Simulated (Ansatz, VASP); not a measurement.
## Two plane-wave programs on Al

File POSCAR:

```
Al
1.0
    0.0000000000      1.9966927595      1.9966927595
    1.9966927595      0.0000000000      1.9966927595
    1.9966927595      1.9966927595      0.0000000000
Al
1
Direct
    0.0000000000      0.0000000000      0.0000000000
```

Contents of INCAR.step1:

```
ALGO = Normal ; EDIFF = 1E-4
ENCUT = 520 ; GGA = PE
ISMEAR = 0 ; LASPH = T
LCHARG = F ; LREAL = F
LWAVE = T ; NBANDS = 8
NELM = 80 ; PREC = Accurate
SIGMA = 1.0
```

The input INCAR.step2:

```
ALGO = Normal ; EDIFF = 1E-6
ENCUT = 520 ; ISIF = 2
ISMEAR = 0 ; ISTART = 1
LASPH = T ; LCHARG = F
LMIXTAU = T ; LREAL = F
LWAVE = F ; METAGGA = R2SCAN
NBANDS = 8 ; NELM = 80
PREC = Accurate ; SIGMA = 1.0
```

KPOINTS

```
k-points
0
Gamma
  14 14 14
```

Input for Ansatz:

```yaml
crystal:
  lattice:
    - [0.0, 1.9966927595, 1.9966927595]
    - [1.9966927595, 0.0, 1.9966927595]
    - [1.9966927595, 1.9966927595, 0.0]
  atoms:
    - { symbol: Al, position: [0.0, 0.0, 0.0] }
hamiltonian:
  xc: r2scan
  pseudopotentials:
    kind: paw
    azcp:
      Al: "pseudopotentials/Al.paw.azcp"
basis:
  ecutwfc: 500
  fft_grid_basis: typed
kpoints:
  mp_grid: { grid: [14, 14, 14], shift: [0, 0, 0] }
magnetization:
  spin_polarized: false
scf:
  occupations: { method: gaussian, width: 1.0 }
  lower_state_search: "off"
output:
  stress: true
```

Alike in both runs: task single point; functional r2SCAN; k mesh 14 × 14 × 14; occupations gaussian, width 1 eV; no spin polarisation.

```csv
,VASP,Ansatz
version,VASP 6.6.1,Ansatz 0.2.0
potentials or method,"VASP PAW PBE potentials, release 64 (Al), cutoff 520 eV","plane waves (500 eV) with PAW, scalar-relativistic"
valence electrons in the cell,3,3
```

VASP gave:

| Quantity | Value |
| --- | --- |
| pressure (GPa) | 0.4 |

Question: Which values does Ansatz return?

Answer: Pressure (GPa): 0.7.

VASP's potentials were made for PBE, not for r2SCAN. With one functional, cell and mesh, what is left measures potentials, basis and numerics.
